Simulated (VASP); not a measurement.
BP: single point with PBE-based screened hybrid

BP:

```
P B
1.0
     0.00000    2.26900    2.26900
     2.26900    0.00000    2.26900
     2.26900    2.26900    0.00000
P B
1 1
Direct
  0.75000 0.75000 0.75000
  0.00000 0.00000 0.00000
```

| Quantity | Value |
| --- | --- |
| Program | VASP 6.6.1 |
| Task | single point |
| Functional | PBE-based screened hybrid |
| Potentials or basis | VASP PAW PBE potentials, release 64 (P, B) |
| Cutoff | 520 eV |
| k mesh | 5 × 5 × 5 |
| Occupations | fermi-dirac, width 0.05 eV |
| Spin | no spin polarisation |
| Dipole correction | no |
| Grid for exact exchange (PRECFOCK) | Normal |
| Share of exact exchange | 0.25 |
| Further INCAR settings | ALGO = Normal; EDIFF = 1e-06; NBANDS = 11 |
| Screening parameter | 0.3 1/Å |

```json
{
  "Pressure": "-1.5 GPa",
  "Band gap on the k mesh": "1.79 eV, indirect (least direct gap 4.15 eV)"
}
```

Levels at points of the mesh, in eV from the valence-band top:
| k point | band 2 | band 3 | band 4 | band 5 | band 6 | band 7 |
| --- | --- | --- | --- | --- | --- | --- |
| (0.00, 0.00, 0.00) | 0.00 | 0.00 | 0.00 | 4.15 | 4.15 | 4.15 |

It took 71 s on 1 thread of Intel(R) Xeon(R) 6975P-C (Granite Rapids), on a shared host, peak memory 0.23 GiB.

Caveat: the k points lie up to 0.48 Å⁻¹ apart; the PAW data sets were made with another functional, which shifts forces and pressure a little. A k mesh can miss the band edges.
